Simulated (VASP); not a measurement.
# LuTa2 (P4/nmm) in VASP: single point with PBE

Aim: the single point of LuTa2 with PBE.

All numbers are computed with VASP 6.6.1; they aren't measurements. Logs are shortened: lines on timing, memory, paths and dates and some standing lists are left out, and cuts for length are marked.

**1. The cell of the first run**

Symmetry: P4/nmm, No. 129, tetragonal system. The conventional cell has a = 3.709 Å, b = 3.709 Å, c = 10.246 Å, α = 90.00°, β = 90.00°, γ = 90.00°. Within 4.0 Å of Lu (site symmetry 4mm) lie 9 Ta at 3.05 to 3.28 Å and 4 Lu at 3.71 Å. Within 3.5 Å of Ta (site symmetry -4m2) lie 4 Ta at 2.62 Å and 4 Lu at 3.20 Å. Within 3.8 Å of Ta (site symmetry 4mm) lie 8 Ta at 2.84 to 3.71 Å and 5 Lu at 3.05 to 3.28 Å.

The cell was generated, and may not be a known phase.

**2. Single point, PBE**

The input, INCAR:

```
ALGO = Fast
EDIFF = 1E-6
ENCUT = 520
GGA = PE
ISIF = 2
ISMEAR = 0
LASPH = T
LCHARG = F
LREAL = F
LWAVE = F
NBANDS = 56
NELM = 60
PREC = Accurate
SIGMA = 0.1
```

The input, KPOINTS:

```
k-points
0
Gamma
  10 10 4
```

The input, POSCAR:

```
LuTa2
1.0
    3.7086544863      0.0000000000      0.0000000000
    0.0000000000      3.7086544863      0.0000000000
    0.0000000000      0.0000000000     10.2458257818
Lu Ta
2 4
Direct
    0.0000000000      0.5000000000      0.7448816864
    0.5000000000      0.0000000000      0.2551183136
    0.0000000000      0.0000000000      0.0000000000
    0.5000000000      0.5000000000      0.0000000000
    0.0000000000      0.5000000000      0.4473502245
    0.5000000000      0.0000000000      0.5526497755
```

Potentials or basis: VASP PAW PBE potentials, release 64 (Lu, Ta_pv).

Command:

```bash
cat potpaw_PBE.64/Lu/POTCAR potpaw_PBE.64/Ta_pv/POTCAR > POTCAR
mpirun -np 1 vasp_std > vasp.out
```

OUTCAR:

```text
EDIFF = 1E-6
   ENCUT = 520
   GGA = PE
   ISIF = 2
   ISMEAR = 0
   LASPH = T
   LREAL = F
   NELM = 60
   PREC = Accurate

 ion  position               nearest neighbor table
   1  0.000  0.500  0.745-   5 3.05   4 3.20   3 3.20   3 3.20   4 3.20   6 3.28   6 3.28   6 3.28
                             6 3.28
   2  0.500  0.000  0.255-   6 3.05   4 3.20   3 3.20   4 3.20   3 3.20   5 3.28   5 3.28   5 3.28
                             5 3.28
   3  0.000  0.000  0.000-   4 2.62   4 2.62   4 2.62   4 2.62   2 3.20   2 3.20   1 3.20   1 3.20

   4  0.500  0.500  0.000-   3 2.62   3 2.62   3 2.62   3 2.62   2 3.20   1 3.20   1 3.20   2 3.20

   5  0.000  0.500  0.447-   6 2.84   6 2.84   6 2.84   6 2.84   1 3.05   2 3.28   2 3.28   2 3.28
                             2 3.28
   6  0.500  0.000  0.553-   5 2.84   5 2.84   5 2.84   5 2.84   2 3.05   1 3.28   1 3.28   1 3.28
                             1 3.28

  LATTYP: Found a simple tetragonal cell.
 ALAT       =     3.7086544863
 C/A-ratio  =     2.7626800554

  Lattice vectors:

 A1 = (   3.7086544863,   0.0000000000,   0.0000000000)
 A2 = (   0.0000000000,   3.7086544863,   0.0000000000)
 A3 = (   0.0000000000,   0.0000000000,  10.2458257818)

Analysis of symmetry for initial positions (statically):
=====================================================================
 Subroutine PRICEL returns:
 Original cell was already a primitive cell.

 Routine SETGRP: Setting up the symmetry group for a
 simple tetragonal supercell.

 Subroutine GETGRP returns: Found 16 space group operations
 (whereof  8 operations were pure point group operations)
 out of a pool of 16 trial point group operations.

The static configuration has the point symmetry D_2d.
 The point group associated with its full space group is D_4h.

Analysis of symmetry for dynamics (positions and initial velocities):
=====================================================================
 Subroutine PRICEL returns:
 Original cell was already a primitive cell.

 Routine SETGRP: Setting up the symmetry group for a
 simple tetragonal supercell.

 Subroutine GETGRP returns: Found 16 space group operations
 (whereof  8 operations were pure point group operations)
 out of a pool of 16 trial point group operations.

The dynamic configuration has the point symmetry D_2d.
 The point group associated with its full space group is D_4h.

 Subroutine INISYM returns: Found 16 space group operations
 (whereof  8 operations are pure point group operations),
 and found     1 'primitive' translations

----------------------------------------------------------------------------------------

                                     Primitive cell

  volume of cell :     140.9223

  direct lattice vectors                    reciprocal lattice vectors
     3.708654486  0.000000000  0.000000000     0.269639570  0.000000000  0.000000000
     0.000000000  3.708654486  0.000000000     0.000000000  0.269639570  0.000000000
     0.000000000  0.000000000 10.245825782     0.000000000  0.000000000  0.097600723

  length of vectors
     3.708654486  3.708654486 10.245825782     0.269639570  0.269639570  0.097600723

  position of ions in fractional coordinates (direct lattice)
     0.000000000  0.500000000  0.744881686
     0.500000000  0.000000000  0.255118314
     0.000000000  0.000000000  0.000000000
     0.500000000  0.500000000  0.000000000
     0.000000000  0.500000000  0.447350224
     0.500000000  0.000000000  0.552649776

  ion indices of the primitive-cell ions
   primitive index   ion index
                 1           1
                 2           2
                 3           3
                 4           4
                 5           5
                 6           6

----------------------------------------------------------------------------------------

 KPOINTS: k-points

Automatic generation of k-mesh.
 Grid dimensions read from file:
 generate k-points for:   10   10    4

 Generating k-lattice:

  Cartesian coordinates                     Fractional coordinates (reciprocal lattice)
     0.026963957  0.000000000  0.000000000     0.100000000  0.000000000  0.000000000
     0.000000000  0.026963957  0.000000000     0.000000000  0.100000000  0.000000000
     0.000000000  0.000000000  0.024400181     0.000000000  0.000000000  0.250000000

  Length of vectors
     0.026963957  0.026963957  0.024400181

  Shift w.r.t. Gamma in fractional coordinates (k-lattice)
     0.000000000  0.000000000  0.000000000

 Subroutine IBZKPT returns following result:
 ===========================================

 Found     63 irreducible k-points:

 Following reciprocal coordinates:
            Coordinates               Weight
  0.000000  0.000000  0.000000      1.000000
  0.100000  0.000000  0.000000      4.000000
  0.200000  0.000000  0.000000      4.000000
  0.300000  0.000000  0.000000      4.000000
  0.400000  0.000000  0.000000      4.000000
  0.500000  0.000000  0.000000      2.000000
[... 16 lines left out ...]
  0.100000  0.000000  0.250000      8.000000
  0.200000  0.000000  0.250000      8.000000
 [... further k-points ...]
   k-points           NKPTS =     63   k-points in BZ     NKDIM =     63   number of bands    NBANDS=     56
   number of dos      NEDOS =    301   number of ions     NIONS =      6
   total plane-waves  NPLWV =  62720
   dimension x,y,z NGX =    28 NGY =   28 NGZ =   80
   dimension x,y,z NGXF=    56 NGYF=   56 NGZF=  160
   ions per type =               2   4
   NGX,Y,Z   is equivalent  to a cutoff of  12.55, 12.55, 12.98 a.u.
   NGXF,Y,Z  is equivalent  to a cutoff of  25.10, 25.10, 25.96 a.u.
 SYSTEM =  unknown system
   PREC   = accura    normal or accurate (medium, high low for compatibility)
   ISTART =      0    job   : 0-new  1-cont  2-samecut
   ICHARG =      2    charge: 1-file 2-atom 10-const
   ISPIN  =      1    spin polarized calculation?
   LNONCOLLINEAR =      F non collinear calculations
   LSORBIT =      F    spin-orbit coupling
   LASPH  =      T    aspherical Exc in radial PAW
   ENCUT  =  520.0 eV  38.22 Ry    6.18 a.u.   6.90  6.90 19.05*2*pi/ulx,y,z
   NELM   =     60;   NELMIN=  2; NELMDL= -5     # of ELM steps
   EDIFF  = 0.1E-05   stopping-criterion for ELM
   LREAL  =      F    real-space projection
[... 7 lines left out ...]
   TEBEG  =    0.0;   TEEND  =   0.0 temperature during run
   PSTRESS=    0.0 pullay stress
   NELECT =      94.0000    total number of electrons
   NUPDOWN=      -1.0000    fix difference up-down
   EMIN   =  10.00;   EMAX   =-10.00  energy-range for DOS
   EFERMI =   0.00;   METHOD = LEGACY
   ISMEAR =     0;   SIGMA  =   0.10  broadening in eV -4-tet -1-fermi 0-gaus
   EFERMI_NEDOS =   21; number of points for ismear=-14 and -15
   IALGO  =     68    algorithm
   IMIX   =      4    mixing-type and parameters
     AMIX     =   0.40;   BMIX     =  1.00
     AMIX_MAG =   1.60;   BMIX_MAG =  1.00
  volume/ion in A,a.u.               =      23.49       158.50
  Fermi-wavevector in a.u.,A,eV,Ry     =   1.430400  2.703064 27.838126  2.046045
  Thomas-Fermi vector in A             =   2.550249
   LORBIT       =      0    0 simple, 1 ext, 2 COOP (PROOUT), +10 PAW based schemes
   GGA     = PE    functional components
   LHFCALC =     F    Hartree Fock is set to
   AEXX    =    0.0000 exact exchange contribution
   IVDW    =     0    specifies the selected vdW correction
   LEPSILON=     F    determine dielectric tensor
   LRPA    =     F    only Hartree local field effects (RPA)
 non-spin polarized calculation
 RMM-DIIS sequential band-by-band and
 Gauss-broadening in eV      SIGMA  =   0.10
  energy-cutoff  :      520.00
  volume of cell :      140.92
 maximum number of plane-waves:      3818
 NGX is ok and might be reduce to    28
   NGX = 13   NGY = 13   NGZ = 39

 number of electron      93.9999985 magnetization

 Free energy of the ion-electron system (eV)
  ---------------------------------------------------
  ext. energy  EPLUGINS =         0.00000000
  ---------------------------------------------------
  free energy    TOTEN  =       -52.36776322 eV

  energy without entropy =      -52.33647052  energy(sigma->0) =      -52.35211687

 E-fermi :   3.6598     XC(G=0): -11.3075

 val. band max:        3.6582116272   @ k =   0.5000   0.3000   0.5000
 cond. band min:       3.6612054290   @ k =   0.4000   0.4000   0.2500
 fundamental gap:      0.0029938018
 Fermi energy:         3.6598285848

 k-point     1 :       0.0000    0.0000    0.0000
  band No.  band energies     occupation
      1     -52.3124      2.00000
      2     -52.3123      2.00000
      3     -30.9276      2.00000
      4     -30.9276      2.00000
      5     -30.9165      2.00000
      6     -30.9165      2.00000
[... 48 lines left out ...]
     55       6.3377      0.00000
     56       6.3378      0.00000

 k-point     2 :       0.1000    0.0000    0.0000
  band No.  band energies     occupation
      1     -52.3121      2.00000
      2     -52.3119      2.00000
      3     -30.9449      2.00000
      4     -30.9130      2.00000
      5     -30.8890      2.00000
      6     -30.8841      2.00000
[... 48 lines left out ...]
     55       6.1473      0.00000
     56       6.2172      0.00000

 k-point     3 :       0.2000    0.0000    0.0000
  band No.  band energies     occupation
      1     -52.3111      2.00000
      2     -52.3110      2.00000
      3     -30.9745      2.00000
      4     -30.8705      2.00000
      5     -30.8635      2.00000
      6     -30.8070      2.00000
[... 1172 lines left out ...]
 k-point    23 :       0.1000    0.0000    0.2500
  band No.  band energies     occupation
      1     -52.3120      2.00000
      2     -52.3120      2.00000
      3     -30.9449      2.00000
      4     -30.9129      2.00000
      5     -30.8889      2.00000
      6     -30.8841      2.00000
[... 48 lines left out ...]
     55       6.4239      0.00000
     56       6.5202      0.00000

 k-point    24 :       0.2000    0.0000    0.2500
  band No.  band energies     occupation
      1     -52.3111      2.00000
      2     -52.3111      2.00000
      3     -30.9745      2.00000
      4     -30.8705      2.00000
      5     -30.8635      2.00000
      6     -30.8069      2.00000
[... 48 lines left out ...]
     55       6.2013      0.00000
     56       6.4015      0.00000

 [... further k-points ...]

------------------------ aborting loop because EDIFF is reached ----------------------------------------

  FORCE on cell =-STRESS in cart. coord.  units (eV):
  Direction    XX          YY          ZZ          XY          YZ          ZX
  --------------------------------------------------------------------------------------
  -------------------------------------------------------------------------------------
  Total       -0.1101199     -0.1101199     -0.0438244      0.0000000      0.0000000      0.0000000
  in kB       -1.2519783     -1.2519783     -0.4982494      0.0000000      0.0000000      0.0000000
  external PRESSURE =      -1.0007353 kB  Pullay stress =       0.0000000 kB

 VOLUME and BASIS-vectors are now :
 -----------------------------------------------------------------------------
  energy-cutoff  :      520.00
  volume of cell :      140.92
      direct lattice vectors                 reciprocal lattice vectors
     3.708654486  0.000000000  0.000000000     0.269639570  0.000000000  0.000000000
     0.000000000  3.708654486  0.000000000     0.000000000  0.269639570  0.000000000
     0.000000000  0.000000000 10.245825782     0.000000000  0.000000000  0.097600723

 POSITION                                       TOTAL-FORCE (eV/Angst)
 -----------------------------------------------------------------------------------
      0.00000      1.85433      7.63193         0.000000     -0.000000     -0.000731
      1.85433      0.00000      2.61390         0.000000     -0.000000      0.000731
      0.00000      0.00000      0.00000         0.000000      0.000000      0.000000
      1.85433      1.85433      0.00000         0.000000     -0.000000      0.000000
      0.00000      1.85433      4.58347         0.000000      0.000000      0.006337
      1.85433      0.00000      5.66235         0.000000      0.000000     -0.006337
 -----------------------------------------------------------------------------------
    total drift:                                0.000000      0.000000      0.000000

  FREE ENERGIE OF THE ION-ELECTRON SYSTEM (eV)
  ---------------------------------------------------
  free  energy   TOTEN  =       -52.3677632174 eV

  energy  without entropy=      -52.3364705186  energy(sigma->0) =      -52.35211687
```

Wall time 28 min (1 thread of Intel Xeon Platinum 8488C (Sapphire Rapids), shared host); peak memory 0.55 GiB.

Results:

```
Free energy            : -52.3678 eV
Pressure               : -0.1 GPa
Largest force          : 0.006 eV/Å
Band gap on the k mesh : zero (bands 47 and 48 overlap by 1.06 eV)
```

Forces in eV/Å, atoms in the order of the input:
```
Lu   0.000  0.000 -0.001
Lu   0.000  0.000  0.001
Ta   0.000  0.000  0.000
Ta   0.000  0.000  0.000
Ta   0.000  0.000  0.006
Ta   0.000  0.000 -0.006
```

Levels at points of the mesh, in eV from the Fermi level:
```csv
k point,band 43,band 44,band 45,band 46,band 47,band 48,band 49,band 50,band 51,band 52
"(0.00, 0.00, 0.00)",-1.01,-1.01,-0.84,0.12,0.22,0.24,0.41,0.41,0.90,1.18
"(0.50, 0.00, 0.00)",-1.26,-1.26,-0.37,-0.37,0.51,0.51,0.77,0.77,0.92,0.92
"(0.50, 0.50, 0.00)",-0.57,-0.57,-0.39,-0.39,-0.02,-0.02,0.33,0.33,1.68,1.68
"(0.00, 0.00, 0.50)",-0.96,-0.96,-0.84,-0.41,-0.20,0.24,0.24,1.18,1.19,1.19
"(0.50, 0.00, 0.50)",-1.27,-1.27,-0.38,-0.38,0.74,0.74,0.80,0.80,1.02,1.02
"(0.50, 0.50, 0.50)",-0.82,-0.82,-0.34,-0.34,-0.32,-0.32,0.28,0.28,1.12,1.13
```

Caveat: spin-orbit coupling is left out, which moves the levels of the heavy elements.
